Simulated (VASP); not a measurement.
# Si (P6/mmm) in VASP: single point with PBE+D3(BJ)

Aim: the single point of Si with PBE+D3(BJ).

All numbers are computed with VASP 6.6.1; they aren't measurements. Logs are shortened: lines on timing, memory, paths and dates and some standing lists are left out, and cuts for length are marked.

**1. The cell of the first run**

It takes space group P6/mmm (No. 191, hexagonal). Conventional cell: a = 2.609 Å, b = 2.609 Å, c = 2.457 Å, α = 90.00°, β = 90.00°, γ = 120.00°. Si (site symmetry 6/mmm) has 8 Si at 2.46 to 2.61 Å within 3.2 Å.

**2. Single point, PBE+D3(BJ)**

The input, INCAR:

```
PREC     = Accurate       # precision mode
ENCUT    = 520            # plane-wave cutoff, eV
EDIFF    = 1E-6           # SCF threshold, eV
ISMEAR   = 0              # smearing method
SIGMA    = 0.1            # smearing width, eV
LREAL    = F              # projectors in reciprocal space
LASPH    = T              # aspherical terms in the spheres
NELM     = 100            # most SCF steps
ALGO     = Normal         # electronic algorithm
ISIF     = 2              # what is computed and relaxed
LWAVE    = F              # write WAVECAR
LCHARG   = F              # write CHGCAR
GGA      = PE             # functional
IVDW     = 12             # dispersion correction
NBANDS   = 8              # bands
```

The input, KPOINTS:

```
Automatic mesh
0
Gamma
  24 24 22
```

The input, POSCAR:

```
Si
1.0
    2.6092225048      0.0000000000      0.0000000000
   -1.3046112524      2.2596529733      0.0000000000
    0.0000000000      0.0000000000      2.4572724201
Si
1
Direct
    0.0000000000      0.0000000000      0.0000000000
```

Potentials or basis: VASP PAW PBE potentials, release 64 (Si).

Run with:

```sh
$ cat potpaw_PBE.64/Si/POTCAR > POTCAR
$ mpirun -np 1 vasp_std > vasp.out
```

OUTCAR:

```text
PREC = Accurate
   ENCUT = 520
   EDIFF = 1E-6
   ISMEAR = 0
   LREAL = F
   LASPH = T
   NELM = 100
   ISIF = 2
   GGA = PE
   IVDW = 12
 IVDW          = 12

 ion  position               nearest neighbor table
   1  0.000  0.000  0.000-

  LATTYP: Found a hexagonal cell.
 ALAT       =     2.6092225048
 C/A-ratio  =     0.9417642288

  Lattice vectors:

 A1 = (   2.6092225048,   0.0000000000,   0.0000000000)
 A2 = (  -1.3046112524,   2.2596529733,   0.0000000000)
 A3 = (   0.0000000000,   0.0000000000,   2.4572724201)

Analysis of symmetry for initial positions (statically):
=====================================================================
 Subroutine PRICEL returns:
 Original cell was already a primitive cell.

 Routine SETGRP: Setting up the symmetry group for a
 hexagonal supercell.

 Subroutine GETGRP returns: Found 24 space group operations
 (whereof 24 operations were pure point group operations)
 out of a pool of 24 trial point group operations.

The static configuration has the point symmetry D_6h.

Analysis of symmetry for dynamics (positions and initial velocities):
=====================================================================
 Subroutine PRICEL returns:
 Original cell was already a primitive cell.

 Routine SETGRP: Setting up the symmetry group for a
 hexagonal supercell.

 Subroutine GETGRP returns: Found 24 space group operations
 (whereof 24 operations were pure point group operations)
 out of a pool of 24 trial point group operations.

The dynamic configuration has the point symmetry D_6h.

 Subroutine INISYM returns: Found 24 space group operations
 (whereof 24 operations are pure point group operations),
 and found     1 'primitive' translations

----------------------------------------------------------------------------------------

                                     Primitive cell

  volume of cell :      14.4879

  direct lattice vectors                    reciprocal lattice vectors
     2.609222505  0.000000000  0.000000000     0.383255931  0.221272915  0.000000000
    -1.304611252  2.259652973  0.000000000     0.000000000  0.442545830  0.000000000
     0.000000000  0.000000000  2.457272420     0.000000000  0.000000000  0.406955286

  length of vectors
     2.609222505  2.609222505  2.457272420     0.442545830  0.442545830  0.406955286

  position of ions in fractional coordinates (direct lattice)
     0.000000000  0.000000000  0.000000000

  ion indices of the primitive-cell ions
   primitive index   ion index
                 1           1

----------------------------------------------------------------------------------------

 KPOINTS: Automatic mesh

Automatic generation of k-mesh.
 Grid dimensions read from file:
 generate k-points for:   24   24   22

 Generating k-lattice:

  Cartesian coordinates                     Fractional coordinates (reciprocal lattice)
     0.015968997  0.009219705  0.000000000     0.041666667  0.000000000  0.000000000
     0.000000000  0.018439410  0.000000000     0.000000000  0.041666667  0.000000000
     0.000000000  0.000000000  0.018497968     0.000000000  0.000000000  0.045454545

  Length of vectors
     0.018439410  0.018439410  0.018497968

  Shift w.r.t. Gamma in fractional coordinates (k-lattice)
     0.000000000  0.000000000  0.000000000

 Subroutine IBZKPT returns following result:
 ===========================================

 Found    732 irreducible k-points:

 Following reciprocal coordinates:
            Coordinates               Weight
  0.000000  0.000000  0.000000      1.000000
  0.041667  0.000000  0.000000      6.000000
  0.083333 -0.000000  0.000000      6.000000
  0.125000 -0.000000  0.000000      6.000000
  0.166667 -0.000000  0.000000      6.000000
  0.208333  0.000000  0.000000      6.000000
[... 16 lines left out ...]
  0.416667  0.041667  0.000000     12.000000
  0.458333  0.041667  0.000000     12.000000
 [... further k-points ...]
   k-points           NKPTS =    732   k-points in BZ     NKDIM =    732   number of bands    NBANDS=      8
   number of dos      NEDOS =    301   number of ions     NIONS =      1
   total plane-waves  NPLWV =   7200
   dimension x,y,z NGX =    20 NGY =   20 NGZ =   18
   dimension x,y,z NGXF=    40 NGYF=   40 NGZF=   36
   ions per type =               1
   NGX,Y,Z   is equivalent  to a cutoff of  12.74, 12.74, 12.18 a.u.
   NGXF,Y,Z  is equivalent  to a cutoff of  25.49, 25.49, 24.36 a.u.
 SYSTEM =  unknown system
   PREC   = accura    normal or accurate (medium, high low for compatibility)
   ISTART =      0    job   : 0-new  1-cont  2-samecut
   ICHARG =      2    charge: 1-file 2-atom 10-const
   ISPIN  =      1    spin polarized calculation?
   LNONCOLLINEAR =      F non collinear calculations
   LSORBIT =      F    spin-orbit coupling
   LASPH  =      T    aspherical Exc in radial PAW
   ENCUT  =  520.0 eV  38.22 Ry    6.18 a.u.   4.85  4.85  4.57*2*pi/ulx,y,z
   NELM   =    100;   NELMIN=  2; NELMDL= -5     # of ELM steps
   EDIFF  = 0.1E-05   stopping-criterion for ELM
   LREAL  =      F    real-space projection
   EDIFFG = 0.1E-04   stopping-criterion for IOM
   NSW    =      0    number of steps for IOM
   IBRION =     -1    ionic relax: 0-MD 1-quasi-New 2-CG
   NFREE  =      0    steps in history (QN), initial steepest desc. (CG)
   ISIF   =      2    stress and relaxation
   ISYM   =      2    0-nonsym 1-usesym 2-fastsym
   POTIM  = 0.5000    time-step for ionic-motion
   TEBEG  =    0.0;   TEEND  =   0.0 temperature during run
   PSTRESS=    0.0 pullay stress
   NELECT =       4.0000    total number of electrons
   NUPDOWN=      -1.0000    fix difference up-down
   EMIN   =  10.00;   EMAX   =-10.00  energy-range for DOS
   EFERMI =   0.00;   METHOD = LEGACY
   ISMEAR =     0;   SIGMA  =   0.10  broadening in eV -4-tet -1-fermi 0-gaus
   EFERMI_NEDOS =   21; number of points for ismear=-14 and -15
   IALGO  =     38    algorithm
   IMIX   =      4    mixing-type and parameters
     AMIX     =   0.40;   BMIX     =  1.00
     AMIX_MAG =   1.60;   BMIX_MAG =  1.00
  volume/ion in A,a.u.               =      14.49        97.77
  Fermi-wavevector in a.u.,A,eV,Ry     =   1.066005  2.014458 15.461221  1.136368
  Thomas-Fermi vector in A             =   2.201576
   LORBIT       =      0    0 simple, 1 ext, 2 COOP (PROOUT), +10 PAW based schemes
   GGA     = PE    functional components
   LHFCALC =     F    Hartree Fock is set to
   AEXX    =    0.0000 exact exchange contribution
   IVDW    =    12    specifies the selected vdW correction
   LEPSILON=     F    determine dielectric tensor
   LRPA    =     F    only Hartree local field effects (RPA)
 non-spin polarized calculation
 Gauss-broadening in eV      SIGMA  =   0.10
  energy-cutoff  :      520.00
  volume of cell :       14.49
 maximum number of plane-waves:       405
 NGX is ok and might be reduce to    20
   NGX =  9   NGY =  9   NGZ =  9

 number of electron       4.0000000 magnetization

 Free energy of the ion-electron system (eV)
  ---------------------------------------------------
  ext. energy  EPLUGINS =         0.00000000
  ---------------------------------------------------
  free energy    TOTEN  =        -5.10816905 eV

  energy without entropy =       -5.10616160  energy(sigma->0) =       -5.10716533

 E-fermi :   9.8843     XC(G=0): -11.1192

 val. band max:        9.8800576537   @ k =   0.3750   0.2500   0.4091
 cond. band min:       9.8917737630   @ k =   0.0833   0.0833   0.2273
 fundamental gap:      0.0117161092
 Fermi energy:         9.8843329627

 k-point     1 :       0.0000    0.0000    0.0000
  band No.  band energies     occupation
      1      -4.3969      2.00000
      2      17.3561      0.00000
      3      17.9298      0.00000
      4      20.3782      0.00000
      5      20.3782      0.00000
      6      22.1917      0.00000
      7      22.1917      0.00000
      8      27.5839      0.00000

 k-point     2 :       0.0417    0.0000    0.0000
  band No.  band energies     occupation
      1      -4.3477      2.00000
      2      17.1882      0.00000
      3      17.9711      0.00000
      4      19.9456      0.00000
      5      19.9570      0.00000
      6      22.2438      0.00000
      7      22.6981      0.00000
      8      28.1401      0.00000

 k-point     3 :       0.0833   -0.0000    0.0000
  band No.  band energies     occupation
      1      -4.2001      2.00000
      2      16.5796      0.00000
      3      18.0949      0.00000
      4      19.1705      0.00000
      5      19.2092      0.00000
      6      22.2843      0.00000
      7      23.7009      0.00000
      8      29.4524      0.00000

 k-point     4 :       0.1250   -0.0000    0.0000
  band No.  band energies     occupation
      1      -3.9543      2.00000
      2      15.4413      0.00000
      3      18.3010      0.00000
      4      18.4561      0.00000
      5      18.5906      0.00000
      6      22.3213      0.00000
      7      24.8777      0.00000
      8      30.5220      0.00000

 k-point     5 :       0.1667   -0.0000    0.0000
  band No.  band energies     occupation
      1      -3.6108      2.00000
      2      13.9806      0.00000
      3      17.7601      0.00000
      4      18.1879      0.00000
      5      18.5889      0.00000
      6      22.4375      0.00000
      7      26.1636      0.00000
      8      31.3315      0.00000

 k-point     6 :       0.2083    0.0000    0.0000
  band No.  band energies     occupation
      1      -3.1703      2.00000
      2      12.4114      0.00000
      3      17.1376      0.00000
      4      17.8401      0.00000
      5      18.9578      0.00000
      6      22.6806      0.00000
      7      27.5381      0.00000
      8      32.0817      0.00000

 k-point     7 :       0.2500   -0.0000    0.0000
  band No.  band energies     occupation
      1      -2.6335      2.00000
      2      10.8333      0.00000
      3      16.5945      0.00000
      4      17.5090      0.00000
      5      19.4064      0.00000
      6      23.0627      0.00000
      7      28.9884      0.00000
      8      31.0496      0.00000
[... 133 lines left out ...]
 k-point    20 :       0.2917    0.0417    0.0000
  band No.  band energies     occupation
      1      -1.6140      2.00000
      2       8.5725      2.00000
      3      14.9293      0.00000
      4      18.0539      0.00000
      5      20.2530      0.00000
      6      23.9378      0.00000
      7      29.2047      0.00000
      8      30.8339      0.00000

 k-point    21 :       0.3333    0.0417    0.0000
  band No.  band energies     occupation
      1      -0.8423      2.00000
      2       7.1217      2.00000
      3      14.5939      0.00000
      4      17.8158      0.00000
      5      20.8846      0.00000
      6      24.6145      0.00000
      7      28.0240      0.00000
      8      31.6190      0.00000

 k-point    22 :       0.3750    0.0417    0.0000
  band No.  band energies     occupation
      1       0.0190      2.00000
      2       5.7459      2.00000
      3      14.3414      0.00000
      4      17.6258      0.00000
      5      21.5706      0.00000
      6      25.3839      0.00000
      7      26.9158      0.00000
      8      30.8529      0.00000

 k-point    23 :       0.4167    0.0417    0.0000
  band No.  band energies     occupation
      1       0.9623      2.00000
      2       4.4575      2.00000
      3      14.1726      0.00000
      4      17.4942      0.00000
      5      22.2692      0.00000
      6      25.9309      0.00000
      7      26.2021      0.00000
      8      29.8661      0.00000

 k-point    24 :       0.4583    0.0417    0.0000
  band No.  band energies     occupation
      1       1.9379      2.00000
      2       3.3088      2.00000
      3      14.0880      0.00000
      4      17.4269      0.00000
      5      22.8277      0.00000
      6      25.2279      0.00000
      7      26.9102      0.00000
      8      29.0522      0.00000

 [... further k-points ...]

------------------------ aborting loop because EDIFF is reached ----------------------------------------

 Edisp (eV)   -0.43013

 E8    (eV) :    -0.1764

  FORCE on cell =-STRESS in cart. coord.  units (eV):
  Direction    XX          YY          ZZ          XY          YZ          ZX
  --------------------------------------------------------------------------------------
  -------------------------------------------------------------------------------------
  Total      -0.00356    -0.00356    -0.00591     0.00000     0.00000     0.00000
  in kB      -0.39375    -0.39375    -0.65305     0.00000     0.00000     0.00000
  external pressure =       -0.48 kB  Pullay stress =        0.00 kB

 VOLUME and BASIS-vectors are now :
 -----------------------------------------------------------------------------
  energy-cutoff  :      520.00
  volume of cell :       14.49
      direct lattice vectors                 reciprocal lattice vectors
     2.609222505  0.000000000  0.000000000     0.383255931  0.221272915  0.000000000
    -1.304611252  2.259652973  0.000000000     0.000000000  0.442545830  0.000000000
     0.000000000  0.000000000  2.457272420     0.000000000  0.000000000  0.406955286

 POSITION                                       TOTAL-FORCE (eV/Angst)
 -----------------------------------------------------------------------------------
      0.00000      0.00000      0.00000        -0.000000      0.000000      0.000000
 -----------------------------------------------------------------------------------
    total drift:                               -0.000000     -0.000000      0.000000

  FREE ENERGIE OF THE ION-ELECTRON SYSTEM (eV)
  ---------------------------------------------------
  free  energy   TOTEN  =        -5.5383004674 eV

  energy  without entropy=       -5.5362930176  energy(sigma->0) =       -5.53729674
```

Wall time 78 s (1 thread of Intel Xeon 8259CL, shared host); peak memory 0.19 GiB.

What came out:

```yaml
Free_energy: -5.5383 eV
Pressure: 0.0 GPa
Band_gap_on_the_k_mesh: zero (band 2 reaches 17.36 eV, above the bottom of band 3 at 5.21 eV)
Dispersion_energy_per_atom: -0.430 eV
```

Levels at points of the mesh, in eV from the Fermi level:
| k point | band 1 | band 2 | band 3 | band 4 | band 5 |
| --- | --- | --- | --- | --- | --- |
| (0.00, 0.00, 0.00) | -14.28 | 7.47 | 8.05 | 10.49 | 10.49 |
| (0.50, 0.00, 0.00) | -7.69 | -6.92 | 5.20 | 6.50 | 13.01 |
| (0.00, 0.00, 0.50) | -9.33 | -7.34 | 14.18 | 14.18 | 15.08 |
| (0.50, 0.00, 0.50) | -3.01 | -2.17 | -1.88 | 1.38 | 8.92 |

Caveat: pairwise dispersion overbinds metals, which lowers pressure and volume.
